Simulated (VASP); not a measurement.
The system is PbS (zincblende type).

```
CELL_PARAMETERS angstrom
0.00000 3.10723 3.10723
3.10723 0.00000 3.10723
3.10723 3.10723 0.00000
ATOMIC_POSITIONS crystal
Pb 0.00000 0.00000 0.00000
S 0.25000 0.25000 0.25000
```

* Program: VASP 6.6.1
* Task: relaxation of cell and atoms
* Functional: LDA
* Potentials or basis: VASP PAW LDA potentials, release 64 (Pb_d, S)
* Cutoff: 600 eV
* k mesh: 12 × 12 × 12
* Occupations: fermi-dirac, width 0.1 eV
* Spin: no spin polarisation

At the start: pressure 6.7 GPa; volume 30.00 Å³/atom.

Where does the relaxation end?

Over 5 steps the energy falls by 74.4 meV/atom and the volume is 33.96 Å³/atom (+13.2 %); space group F-43m (No. 216, to 0.1 Å) before and after.

The path:
| step | energy change (eV) | largest force (eV/Å) | pressure (GPa) | volume (Å³) |
| --- | --- | --- | --- | --- |
| 1 | 0.0000 | 0.0000 | 6.65 | 60.00 |
| 2 | -0.1263 | 0.0000 | -1.93 | 71.48 |
| 3 | -0.1488 | 0.0000 | 0.03 | 67.90 |
| 4 | -0.1488 | 0.0000 | -0.07 | 68.06 |
| 5 | -0.1488 | 0.0000 | -0.02 | 67.93 |

Final structure:
```
Pb S
1.0
     0.00000    3.23847    3.23847
     3.23847    0.00000    3.23847
     3.23847    3.23847    0.00000
Pb S
1 1
Direct
  0.00000 0.00000 0.00000
  0.25000 0.25000 0.25000
```
